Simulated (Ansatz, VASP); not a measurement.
One calculation of ZnCu, two programs

```
CELL_PARAMETERS angstrom
2.94500 0.00000 0.00000
0.00000 2.81248 0.00000
0.00000 0.00000 2.94500
ATOMIC_POSITIONS crystal
Zn 0.50000 0.50000 0.50000
Cu 0.00000 0.00000 0.00000
```

Change from the starting cell: strain -0.0450 x Voigt [0, 1, 0, 0, 0, 0], atoms carried along.

Alike in both runs: task single point; functional PBE; k mesh 16 × 16 × 16; occupations gaussian, width 0.15 eV; no spin polarisation.

```csv
,VASP,Ansatz
version,VASP 6.6.1,Ansatz 0.2.0
potentials or method,"VASP PAW PBE potentials, release 64 (Zn, Cu), cutoff 520 eV","scalar-relativistic, plane waves, PAW"
valence electrons in the cell,23,31
```

Ansatz gave:

| Item | Value |
| --- | --- |
| gap on the k mesh at the Fermi level (eV) | none |
| pressure (GPa) | 8.9 |
| traceless stress, the component that is largest in VASP (GPa) | 0.54 |

Estimate VASP's values.

gap on the k mesh at the Fermi level (eV): none; pressure (GPa): 9.8; traceless stress, the component that is largest in VASP (GPa): 0.57.

A gap of «none» marks a metal or a gap that the smearing closes. The functional is the same, so the differences come from potentials, cutoffs and numerics. VASP's potentials hold 23 valence electrons a cell and Ansatz's 31, so a difference there can come from the potentials and not from the codes.
